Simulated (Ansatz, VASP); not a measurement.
One calculation of GaN, two programs

POSCAR

```
GaN
1.0
    0.0000000000      2.1646168212      2.3350997714
    2.1646168212      0.0000000000      2.3350997714
    2.1646168212      2.1646168212      0.0000000000
Ga N
1 1
Direct
    0.0000000000      0.0000000000      0.0000000000
    0.2500000000      0.2500000000      0.2500000000
```

The input INCAR.step1:

```
PREC = Accurate
ENCUT = 910
ISMEAR = 0
SIGMA = 0.01
LREAL = False
LASPH = True
NELM = 120
NBANDS = 16
GGA = PE
ALGO = Normal
EDIFF = 1E-5
LWAVE = True
LCHARG = False
GGA_COMPAT = False
```

File INCAR.step2:

```
PREC = Accurate
ENCUT = 910
EDIFF = 1E-6
ISMEAR = 0
SIGMA = 0.01
LREAL = False
LASPH = True
NELM = 120
ALGO = Normal
ISIF = 2
LWAVE = False
LCHARG = False
METAGGA = R2SCAN
LMIXTAU = True
NBANDS = 16
ISTART = 1
GGA_COMPAT = False
```

Contents of KPOINTS:

```
regular mesh
0
Gamma
  10 10 10
```

Input for Ansatz:

```yaml
crystal:
  lattice:
    - [0.0, 2.1646168212, 2.3350997714]
    - [2.1646168212, 0.0, 2.3350997714]
    - [2.1646168212, 2.1646168212, 0.0]
  atoms:
    - { symbol: Ga, position: [0.0, 0.0, 0.0] }
    - { symbol: "N", position: [0.25, 0.25, 0.25] }
kpoints:
  mp_grid: { grid: [10, 10, 10] }
  band_path:
    path:
      - [0.0, 0.0, 0.0]
      - [-0.5, -0.5, 0.0]
      - [-0.375, -0.375, 0.25]
      - [-0.375, 0.0, 0.375]
      - [0.0, 0.0, 0.5]
      - [-0.5, -0.25, 0.25]
    npoints: 1
hamiltonian:
  xc: r2scan
scf:
  occupations: { method: fixed }
  n_extra_bands: 4
output:
  forces: true
  stress: true
  eigenvalues: true
```

Change from the starting cell: epitaxial_xy strain -3.8%.

Alike in both runs: task single point; functional r2SCAN; k mesh 10 × 10 × 10; no spin polarisation.

```csv
,VASP,Ansatz
version,VASP 6.6.1,Ansatz 0.2.0
potentials or method,"VASP PAW PBE potentials, release 64 (Ga_d, N_h)","plane waves, PAW"
plane-wave cutoff (eV),910,500
occupations,"gaussian, width 0.01 eV",fixed
valence electrons in the cell,18,18
```

```tsv
	VASP	Ansatz	Ansatz less VASP
gap on the k mesh at the Fermi level (eV)	2.26	2.27	+0.013
```

VASP's potentials were made for PBE, not for r2SCAN.

Noted on VASP's run: the cutoff is short for stress, so the pressure is rough.
